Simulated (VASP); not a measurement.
# Lu (Pm-3m) in VASP: further runs, part 3 of 3

VASP 6.6.1. Earlier steps stand in the parts before.

## 4. Single point, PBEsol

This run uses another cell than the first one, of 22.95 Å³/atom.

The input, INCAR:

```
SYSTEM = Lu
PREC = Accurate
ENCUT = 520
EDIFF = 1E-7
ISMEAR = 1
SIGMA = 0.1
LREAL = .FALSE.
LASPH = .TRUE.
NELM = 80
ALGO = Normal
ISIF = 2
LWAVE = .FALSE.
LCHARG = .FALSE.
GGA = PS
NBANDS = 18
```

The input, KPOINTS:

```
Automatic mesh
0
G
  7 7 7
  0 0 0
```

The input, POSCAR:

```
Lu
1.0
    2.8417516388      0.0000000000      0.0000000000
    0.0000000000      2.8417516388      0.0000000000
    0.0000000000      0.0000000000      2.8417516388
Lu
1
Direct
    0.0000000000      0.0000000000      0.0000000000
```

Potentials or basis: VASP PAW PBE potentials, release 64 (Lu).

Started as:

```console
$ cat potpaw_PBE.64/Lu/POTCAR > POTCAR
$ mpirun -np 1 vasp_std > vasp.out
```

OUTCAR:

```text
SYSTEM = Lu
   PREC = Accurate
   ENCUT = 520
   EDIFF = 1E-7
   ISMEAR = 1
   LREAL = .FALSE.
   LASPH = .TRUE.
   NELM = 80
   ISIF = 2
   GGA = PS

 ion  position               nearest neighbor table
   1  0.000  0.000  0.000-

  LATTYP: Found a simple cubic cell.
 ALAT       =     2.8417516388

  Lattice vectors:

 A1 = (   2.8417516388,   0.0000000000,   0.0000000000)
 A2 = (   0.0000000000,   2.8417516388,   0.0000000000)
 A3 = (   0.0000000000,   0.0000000000,   2.8417516388)

Analysis of symmetry for initial positions (statically):
=====================================================================
 Subroutine PRICEL returns:
 Original cell was already a primitive cell.

 Routine SETGRP: Setting up the symmetry group for a
 simple cubic supercell.

 Subroutine GETGRP returns: Found 48 space group operations
 (whereof 48 operations were pure point group operations)
 out of a pool of 48 trial point group operations.

The static configuration has the point symmetry O_h .

Analysis of symmetry for dynamics (positions and initial velocities):
=====================================================================
 Subroutine PRICEL returns:
 Original cell was already a primitive cell.

 Routine SETGRP: Setting up the symmetry group for a
 simple cubic supercell.

 Subroutine GETGRP returns: Found 48 space group operations
 (whereof 48 operations were pure point group operations)
 out of a pool of 48 trial point group operations.

The dynamic configuration has the point symmetry O_h .

 Subroutine INISYM returns: Found 48 space group operations
 (whereof 48 operations are pure point group operations),
 and found     1 'primitive' translations

----------------------------------------------------------------------------------------

[... 99 lines left out ...]
   EFERMI =   0.00;   METHOD = LEGACY
   ISMEAR =     1;   SIGMA  =   0.10  broadening in eV -4-tet -1-fermi 0-gaus
   EFERMI_NEDOS =   21; number of points for ismear=-14 and -15
   IALGO  =     38    algorithm
   IMIX   =      4    mixing-type and parameters
     AMIX     =   0.40;   BMIX     =  1.00
     AMIX_MAG =   1.60;   BMIX_MAG =  1.00
  volume/ion in A,a.u.               =      22.95       154.87
  Fermi-wavevector in a.u.,A,eV,Ry     =   1.684491  3.183227 38.606670  2.837510
  Thomas-Fermi vector in A             =   2.767504
   LORBIT       =      0    0 simple, 1 ext, 2 COOP (PROOUT), +10 PAW based schemes
   GGA     = PS    functional components
   LHFCALC =     F    Hartree Fock is set to
   AEXX    =    0.0000 exact exchange contribution
   IVDW    =     0    specifies the selected vdW correction
   LEPSILON=     F    determine dielectric tensor
   LRPA    =     F    only Hartree local field effects (RPA)
 non-spin polarized calculation
 Methfessel and Paxton  Order N= 1 SIGMA  =   0.10
  energy-cutoff  :      520.00
  volume of cell :       22.95
 maximum number of plane-waves:       627
 NGX is ok and might be reduce to    24
   NGX = 11   NGY = 11   NGZ = 11

 number of electron      24.9999987 magnetization

 Free energy of the ion-electron system (eV)
  ---------------------------------------------------
  ext. energy  EPLUGINS =         0.00000000
  ---------------------------------------------------
  free energy    TOTEN  =        -3.74552476 eV

  energy without entropy =       -3.74707607  energy(sigma->0) =       -3.74604187

 E-fermi :   3.0778     XC(G=0): -11.9508

 val. band max:        3.0507941288   @ k =   0.1429   0.1429   0.0000
 cond. band min:       3.0805115474   @ k =   0.4286   0.0000   0.0000
 fundamental gap:      0.0297174187
 Fermi energy:         3.0777601433

 k-point     1 :       0.0000    0.0000    0.0000
  band No.  band energies     occupation
      1     -53.1504      2.00000
      2     -23.1443      2.00000
      3     -23.1443      2.00000
      4     -23.1443      2.00000
      5      -3.3818      2.00000
      6      -1.9683      2.00000
[... 397 lines left out ...]
      5      -2.0169      2.00000
      6      -1.9671      2.00000
[... 10 lines left out ...]
     17      12.0751      0.00000
     18      13.1801      0.00000

------------------------ aborting loop because EDIFF is reached ----------------------------------------

  FORCE on cell =-STRESS in cart. coord.  units (eV):
  Direction    XX          YY          ZZ          XY          YZ          ZX
  --------------------------------------------------------------------------------------
  -------------------------------------------------------------------------------------
  Total        2.2083912      2.2083912      2.2083912      0.0000000      0.0000000     -0.0000000
  in kB      154.1800649    154.1800649    154.1800649      0.0000000      0.0000000     -0.0000000
  external PRESSURE =     154.1800649 kB  Pullay stress =       0.0000000 kB

 VOLUME and BASIS-vectors are now :
 -----------------------------------------------------------------------------
  energy-cutoff  :      520.00
  volume of cell :       22.95
      direct lattice vectors                 reciprocal lattice vectors
     2.841751639  0.000000000  0.000000000     0.351895636  0.000000000  0.000000000
     0.000000000  2.841751639  0.000000000     0.000000000  0.351895636  0.000000000
     0.000000000  0.000000000  2.841751639     0.000000000  0.000000000  0.351895636

 POSITION                                       TOTAL-FORCE (eV/Angst)
 -----------------------------------------------------------------------------------
      0.00000      0.00000      0.00000         0.000000      0.000000      0.000000
 -----------------------------------------------------------------------------------
    total drift:                               -0.000000      0.000000      0.000000

  FREE ENERGIE OF THE ION-ELECTRON SYSTEM (eV)
  ---------------------------------------------------
  free  energy   TOTEN  =        -3.7455247631 eV

  energy  without entropy=       -3.7470760694  energy(sigma->0) =       -3.74604187
```

OSZICAR:

```text
N       E                     dE             d eps       ncg     rms          rms(c)
DAV:   1     0.714871752837E+02    0.71487E+02   -0.99839E+03   896   0.458E+03
DAV:   2     0.137649820662E+01   -0.70111E+02   -0.68164E+02   736   0.330E+02
DAV:   3    -0.371803821261E+01   -0.50945E+01   -0.50418E+01   782   0.710E+01
DAV:   4    -0.389389977144E+01   -0.17586E+00   -0.17109E+00   950   0.112E+01
DAV:   5    -0.389914344116E+01   -0.52437E-02   -0.52411E-02   858   0.167E+00    0.348E+00
DAV:   6    -0.375471627925E+01    0.14443E+00   -0.58269E-01  1128   0.166E+01    0.130E+00
DAV:   7    -0.374526121378E+01    0.94551E-02   -0.49082E-02  1038   0.197E+00    0.403E-01
DAV:   8    -0.374496461836E+01    0.29660E-03   -0.89482E-03  1140   0.636E-01    0.134E-01
DAV:   9    -0.374552365979E+01   -0.55904E-03   -0.70348E-04  1038   0.223E-01    0.262E-02
DAV:  10    -0.374552579887E+01   -0.21391E-05   -0.77309E-05  1086   0.974E-02    0.548E-03
DAV:  11    -0.374552495583E+01    0.84304E-06   -0.34477E-06   916   0.166E-02    0.324E-03
DAV:  12    -0.374552482614E+01    0.12969E-06   -0.32597E-07   810   0.818E-03    0.436E-04
DAV:  13    -0.374552476313E+01    0.63013E-07   -0.23194E-08   450   0.191E-03
   1 F= -.37455248E+01 E0= -.37460419E+01  d E =0.155131E-02
```

Run time: 29 s. Hardware: 1 thread of Intel Xeon 8259CL, shared host; peak memory 0.15 GiB.

Results:

- Free energy: -3.7455 eV
- Pressure: 15.4 GPa
- Band gap on the k mesh: zero (an odd number of electrons rules out a gap without spin polarisation)

Levels at points of the mesh, in eV from the Fermi level:
| k point | band 9 | band 10 | band 11 | band 12 | band 13 | band 14 | band 15 | band 16 | band 17 | band 18 |
| --- | --- | --- | --- | --- | --- | --- | --- | --- | --- | --- |
| (0.00, 0.00, 0.00) | -4.97 | -4.97 | -4.97 | -4.92 | -1.07 | -1.07 | 8.42 | 8.42 | 8.42 | 13.81 |

Caveat: the cell stands under pressure; the PAW data sets were made with another functional, which shifts forces and pressure a little; spin-orbit coupling is left out, which moves the levels of the heavy elements.

## 5. Single point, PBEsol

This run uses another cell than the first one, of 31.11 Å³/atom.

The input, INCAR:

```
PREC = Accurate
ENCUT = 520
EDIFF = 1E-6
ISMEAR = 1
SIGMA = 0.1
LREAL = F
LASPH = T
NELM = 80
ALGO = Normal
ISIF = 2
LWAVE = F
LCHARG = F
GGA = PS
NBANDS = 18
```

The input, KPOINTS:

```
regular mesh
0
Gamma
  7 7 7
```

The input, POSCAR:

```
Lu
1.0
    3.1452341972      0.0000000000      0.0000000000
    0.0000000000      3.1452341972      0.0000000000
    0.0000000000      0.0000000000      3.1452341972
Lu
1
Direct
    0.0000000000      0.0000000000      0.0000000000
```

Potentials or basis: VASP PAW PBE potentials, release 64 (Lu).

Started as:

```console
$ cat potpaw_PBE.64/Lu/POTCAR > POTCAR
$ mpirun -np 1 vasp_std > vasp.out
```

OUTCAR:

```text
PREC = Accurate
   ENCUT = 520
   EDIFF = 1E-6
   ISMEAR = 1
   LREAL = F
   LASPH = T
   NELM = 80
   ISIF = 2
   GGA = PS

 ion  position               nearest neighbor table
   1  0.000  0.000  0.000-

  LATTYP: Found a simple cubic cell.
 ALAT       =     3.1452341972

  Lattice vectors:

 A1 = (   3.1452341972,   0.0000000000,   0.0000000000)
 A2 = (   0.0000000000,   3.1452341972,   0.0000000000)
 A3 = (   0.0000000000,   0.0000000000,   3.1452341972)

Analysis of symmetry for initial positions (statically):
=====================================================================
 Subroutine PRICEL returns:
 Original cell was already a primitive cell.

 Routine SETGRP: Setting up the symmetry group for a
 simple cubic supercell.

 Subroutine GETGRP returns: Found 48 space group operations
 (whereof 48 operations were pure point group operations)
 out of a pool of 48 trial point group operations.

The static configuration has the point symmetry O_h .

Analysis of symmetry for dynamics (positions and initial velocities):
=====================================================================
 Subroutine PRICEL returns:
 Original cell was already a primitive cell.

 Routine SETGRP: Setting up the symmetry group for a
 simple cubic supercell.

 Subroutine GETGRP returns: Found 48 space group operations
 (whereof 48 operations were pure point group operations)
 out of a pool of 48 trial point group operations.

The dynamic configuration has the point symmetry O_h .

 Subroutine INISYM returns: Found 48 space group operations
 (whereof 48 operations are pure point group operations),
 and found     1 'primitive' translations

----------------------------------------------------------------------------------------

                                     Primitive cell

  volume of cell :      31.1142
[... 96 lines left out ...]
   EFERMI =   0.00;   METHOD = LEGACY
   ISMEAR =     1;   SIGMA  =   0.10  broadening in eV -4-tet -1-fermi 0-gaus
   EFERMI_NEDOS =   21; number of points for ismear=-14 and -15
   IALGO  =     38    algorithm
   IMIX   =      4    mixing-type and parameters
     AMIX     =   0.40;   BMIX     =  1.00
     AMIX_MAG =   1.60;   BMIX_MAG =  1.00
  volume/ion in A,a.u.               =      31.11       209.97
  Fermi-wavevector in a.u.,A,eV,Ry     =   1.521955  2.876078 31.515819  2.316347
  Thomas-Fermi vector in A             =   2.630600
   LORBIT       =      0    0 simple, 1 ext, 2 COOP (PROOUT), +10 PAW based schemes
   GGA     = PS    functional components
   LHFCALC =     F    Hartree Fock is set to
   AEXX    =    0.0000 exact exchange contribution
   IVDW    =     0    specifies the selected vdW correction
   LEPSILON=     F    determine dielectric tensor
   LRPA    =     F    only Hartree local field effects (RPA)
 non-spin polarized calculation
 Methfessel and Paxton  Order N= 1 SIGMA  =   0.10
  energy-cutoff  :      520.00
  volume of cell :       31.11
 maximum number of plane-waves:       861
 NGX is ok and might be reduce to    24
   NGX = 11   NGY = 11   NGZ = 11

 number of electron      24.9999983 magnetization

 Free energy of the ion-electron system (eV)
  ---------------------------------------------------
  ext. energy  EPLUGINS =         0.00000000
  ---------------------------------------------------
  free energy    TOTEN  =        -4.08266189 eV

  energy without entropy =       -4.08490298  energy(sigma->0) =       -4.08340892

 E-fermi :   1.6408     XC(G=0): -10.4180

 val. band max:        1.6273491017   @ k =   0.1429   0.1429   0.0000
 cond. band min:       1.6843486455   @ k =   0.4286   0.0000   0.0000
 fundamental gap:      0.0569995438
 Fermi energy:         1.6407635860

 k-point     1 :       0.0000    0.0000    0.0000
  band No.  band energies     occupation
      1     -54.8624      2.00000
      2     -25.2234      2.00000
      3     -25.2234      2.00000
      4     -25.2234      2.00000
      5      -3.9927      2.00000
      6      -3.5696      2.00000
[... 397 lines left out ...]
      5      -3.5802      2.00000
      6      -3.5783      2.00000
[... 10 lines left out ...]
     17       8.3361      0.00000
     18       8.7267      0.00000

------------------------ aborting loop because EDIFF is reached ----------------------------------------

  FORCE on cell =-STRESS in cart. coord.  units (eV):
  Direction    XX          YY          ZZ          XY          YZ          ZX
  --------------------------------------------------------------------------------------
  -------------------------------------------------------------------------------------
  Total        0.0229213      0.0229213      0.0229213      0.0000000      0.0000000     -0.0000000
  in kB        1.1802934      1.1802934      1.1802934      0.0000000      0.0000000     -0.0000000
  external PRESSURE =       1.1802934 kB  Pullay stress =       0.0000000 kB

 VOLUME and BASIS-vectors are now :
 -----------------------------------------------------------------------------
  energy-cutoff  :      520.00
  volume of cell :       31.11
      direct lattice vectors                 reciprocal lattice vectors
     3.145234197  0.000000000  0.000000000     0.317941348  0.000000000  0.000000000
     0.000000000  3.145234197  0.000000000     0.000000000  0.317941348  0.000000000
     0.000000000  0.000000000  3.145234197     0.000000000  0.000000000  0.317941348

 POSITION                                       TOTAL-FORCE (eV/Angst)
 -----------------------------------------------------------------------------------
      0.00000      0.00000      0.00000         0.000000      0.000000      0.000000
 -----------------------------------------------------------------------------------
    total drift:                                0.000000     -0.000000      0.000000

  FREE ENERGIE OF THE ION-ELECTRON SYSTEM (eV)
  ---------------------------------------------------
  free  energy   TOTEN  =        -4.0826618940 eV

  energy  without entropy=       -4.0849029808  energy(sigma->0) =       -4.08340892
```

OSZICAR:

```text
N       E                     dE             d eps       ncg     rms          rms(c)
DAV:   1     0.802124093689E+02    0.80212E+02   -0.10263E+04   896   0.456E+03
DAV:   2     0.169247359954E+01   -0.78520E+02   -0.76610E+02   754   0.348E+02
DAV:   3    -0.395829432123E+01   -0.56508E+01   -0.55938E+01   784   0.727E+01
DAV:   4    -0.419498119093E+01   -0.23669E+00   -0.23595E+00  1038   0.118E+01
DAV:   5    -0.420001040187E+01   -0.50292E-02   -0.50273E-02   856   0.141E+00    0.285E+00
DAV:   6    -0.410368186725E+01    0.96329E-01   -0.26263E-01  1142   0.755E+00    0.116E+00
DAV:   7    -0.408393478544E+01    0.19747E-01   -0.38616E-02  1068   0.128E+00    0.233E-01
DAV:   8    -0.408244853439E+01    0.14863E-02   -0.55604E-03  1052   0.738E-01    0.832E-02
DAV:   9    -0.408266279780E+01   -0.21426E-03   -0.62595E-04  1190   0.207E-01    0.908E-03
DAV:  10    -0.408266179906E+01    0.99874E-06   -0.35911E-05  1054   0.476E-02    0.492E-03
DAV:  11    -0.408266189404E+01   -0.94981E-07   -0.40363E-06   810   0.105E-02
   1 F= -.40826619E+01 E0= -.40834089E+01  d E =0.224109E-02
```

It took 20 s on 1 thread of Intel Xeon 8259CL, shared host; peak memory 0.15 GiB.

What came out:

| Property | Result |
| --- | --- |
| Free energy | -4.0827 eV |
| Pressure | 0.1 GPa |
| Band gap on the k mesh | zero (an odd number of electrons rules out a gap without spin polarisation) |

Caveat: the PAW data sets were made with another functional, which shifts forces and pressure a little; spin-orbit coupling is left out, which moves the levels of the heavy elements.

## 6. Relaxation of cell and atoms, PBEsol

This run uses another cell than the first one, of 32.46 Å³/atom.

The input, INCAR:

```
PREC     = Accurate       # precision mode
ENCUT    = 600            # plane-wave cutoff, eV
EDIFF    = 1E-6           # SCF threshold, eV
ISMEAR   = 1              # smearing method
SIGMA    = 0.1            # smearing width, eV
LREAL    = F              # projectors in reciprocal space
LASPH    = T              # aspherical terms in the spheres
NELM     = 80             # most SCF steps
ALGO     = Normal         # electronic algorithm
ISIF     = 3              # what is computed and relaxed
LWAVE    = F              # write WAVECAR
LCHARG   = F              # write CHGCAR
GGA      = PS             # functional
IBRION   = 2              # ionic algorithm
NSW      = 80             # ionic steps
EDIFFG   = -0.02          # ionic threshold
```

KPOINTS is that of step 5.

The input, POSCAR:

```
Lu
1.0
    3.1900000000      0.0000000000      0.0000000000
    0.0000000000      3.1900000000      0.0000000000
    0.0000000000      0.0000000000      3.1900000000
Lu
1
Direct
    0.0000000000      0.0000000000      0.0000000000
```

Potentials or basis: VASP PAW PBE potentials, release 64 (Lu).

Started as:

```console
$ cat potpaw_PBE.64/Lu/POTCAR > POTCAR
$ mpirun -np 1 vasp_std > vasp.out
```

Run time: 69 s. Hardware: 1 thread of Intel Xeon 8259CL, shared host; peak memory 0.17 GiB.

Results (log left out):

```
Free energy                           : -4.0835 eV
Relaxed volume                        : 31.24 Å³/atom
Relaxed cell                          : a = 3.149 Å, b = 3.149 Å, c = 3.149 Å, α = 90.00°, β = 90.00°, γ = 90.00°
Space group after relaxing (to 0.1 Å) : Pm-3m (No. 221)
Energy gained by relaxing             : 5.2 meV/atom
Ionic steps                           : 2
Pressure after relaxing               : -0.1 GPa
Band gap on the k mesh                : zero (an odd number of electrons rules out a gap without spin polarisation)
```

Step by step:
| step | energy change (eV) | largest force (eV/Å) | pressure (GPa) | volume (Å³) |
| --- | --- | --- | --- | --- |
| 1 | 0.0000 | 0.0000 | -1.30 | 32.46 |
| 2 | -0.0052 | 0.0000 | -0.06 | 31.24 |

Final structure:
```yaml
crystal:
  lattice:
    - [3.14943, 0.00000, 0.00000]
    - [0.00000, 3.14943, 0.00000]
    - [0.00000, 0.00000, 3.14943]
  atoms:
    - { symbol: Lu, position: [0.00000, 0.00000, 0.00000] }
```

Levels at points of the mesh, in eV from the Fermi level:
| k point | band 10 | band 11 | band 12 | band 13 | band 14 | band 15 |
| --- | --- | --- | --- | --- | --- | --- |
| (0.00, 0.00, 0.00) | -5.19 | -5.19 | -5.15 | -0.36 | -0.36 | 6.41 |

Caveat: the PAW data sets were made with another functional, which shifts forces and pressure a little; spin-orbit coupling is left out, which moves the levels of the heavy elements.

## 7. Summary

| task | cell | cutoff (eV) | gap on the mesh (eV) | pressure (GPa) |
| --- | --- | --- | --- | --- |
| single point | a = 2.599 Å, 1 atom | 520 | none | 47.4 |
| single point | a = 2.687 Å, 1 atom | 520 | none | 31.4 |
| single point | a = 2.842 Å, 1 atom | 520 | none | 15.4 |
| single point | a = 3.145 Å, 1 atom | 520 | none | 0.1 |
| relaxation of cell and atoms | relaxed from a = 3.190 Å, 1 atom | 600 | none | -0.1 |

Alike in all rows: level PBEsol; potentials or basis VASP PAW PBE potentials, release 64 (Lu); no spin polarisation; k mesh 7 × 7 × 7; smearing methfessel-paxton 0.1 eV.

Caveats: the PAW data sets were made with another functional, which shifts forces and pressure a little; spin-orbit coupling is left out, which moves the levels of the heavy elements; the cell stands under pressure (at least some runs).

Absolute energies hang on the potentials; compare differences alone.
